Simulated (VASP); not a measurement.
## Ti12B24F (a cell with a defect) (F interstitial hop): single point with PBE

Ti12B24F (a cell with a defect) (F interstitial hop):

```
Ti B F
1.0
     6.06350    0.00000    0.00000
    -4.54763    7.87672    0.00000
     0.00000    0.00000    6.44836
Ti B F
12 24 1
Direct
  0.95724 0.97135 0.00015
  0.98064 0.98966 0.50018
  0.99976 0.34976 0.00022
  0.99416 0.33732 0.50011
  0.00364 0.66766 0.00012
  0.00277 0.66852 0.50030
  0.49249 0.99704 0.00018
  0.48743 0.99222 0.50012
  0.53917 0.35430 0.00023
  0.51331 0.34670 0.50016
  0.48921 0.65822 0.00023
  0.49585 0.66571 0.50013
  0.16102 0.21374 0.30948
  0.34100 0.11752 0.27517
  0.16106 0.21378 0.69052
  0.34095 0.11746 0.72489
  0.16453 0.54993 0.25453
  0.33884 0.45194 0.26123
  0.16443 0.54987 0.74572
  0.33880 0.45193 0.73896
  0.16307 0.88445 0.25073
  0.33490 0.78516 0.25092
  0.16306 0.88451 0.74955
  0.33484 0.78515 0.74935
  0.66028 0.21395 0.25732
  0.83181 0.11549 0.26477
  0.66025 0.21397 0.74298
  0.83166 0.11540 0.73543
  0.66432 0.55035 0.25458
  0.83976 0.45181 0.25034
  0.66427 0.55031 0.74574
  0.83965 0.45175 0.74999
  0.65932 0.88179 0.25024
  0.83363 0.78271 0.25306
  0.65932 0.88177 0.75005
  0.83361 0.78267 0.74732
  0.17656 0.20914 0.99962
```

```yaml
Program: VASP 6.6.1
Task: single point
Functional: PBE
Potentials_or_basis: VASP PAW PBE potentials, release 64 (Ti_sv, B, F)
Cutoff: 520 eV
k_mesh: 1 × 1 × 1
Occupations: methfessel-paxton, width 0.1 eV
Spin: no spin polarisation
```

* Pressure: 12.7 GPa
* Largest force: 0.085 eV/Å

Forces in eV/Å, atoms in the order of the input:
```
Ti  -0.005 -0.084  0.010
Ti   0.015 -0.011 -0.001
Ti  -0.025  0.011  0.003
Ti  -0.018  0.013  0.000
Ti   0.003 -0.002  0.002
Ti   0.004  0.000 -0.010
Ti  -0.001  0.011 -0.010
Ti   0.002  0.002 -0.001
Ti   0.057  0.047  0.005
Ti   0.009 -0.001 -0.002
Ti   0.001  0.010 -0.007
Ti   0.004  0.016  0.005
B    0.002  0.004 -0.003
B   -0.007 -0.009  0.003
B   -0.001  0.001  0.002
B    0.002 -0.007 -0.003
B   -0.002  0.008  0.002
B   -0.003 -0.014 -0.002
B   -0.001  0.011  0.000
B   -0.002 -0.005  0.003
B   -0.007  0.009  0.001
B    0.000 -0.013  0.002
B    0.000  0.008  0.002
B    0.003 -0.009  0.002
B   -0.004  0.012  0.000
B    0.002 -0.011 -0.001
B   -0.002  0.004 -0.001
B   -0.003 -0.006  0.000
B    0.001  0.006 -0.002
B   -0.008 -0.009  0.003
B    0.001  0.013  0.001
B   -0.001 -0.009 -0.004
B    0.001  0.005  0.006
B    0.003 -0.012  0.001
B   -0.006  0.001 -0.007
B    0.001 -0.014 -0.006
F   -0.015  0.024  0.007
```

Stress tensor (GPa, compression positive):
```
13.59  1.83  0.00
 1.83 12.21  0.01
 0.00  0.01 12.29
```

Levels at points of the mesh, in eV from the Fermi level:
| k point | band 108 | band 109 | band 110 | band 111 | band 112 | band 113 | band 114 | band 115 | band 116 | band 117 |
| --- | --- | --- | --- | --- | --- | --- | --- | --- | --- | --- |
| (0.00, 0.00, 0.00) | -0.92 | -0.80 | -0.59 | -0.46 | 0.00 | 0.22 | 0.31 | 0.54 | 0.60 | 0.68 |

Wall time 96 s on 1 thread of Intel(R) Xeon(R) 6975P-C (Granite Rapids), on a shared host, peak memory 0.36 GiB.

Caveat: the k points lie up to 1.20 Å⁻¹ apart; an odd number of electrons without spin polarisation forces a metal; a magnetic or distorted state may lie lower.
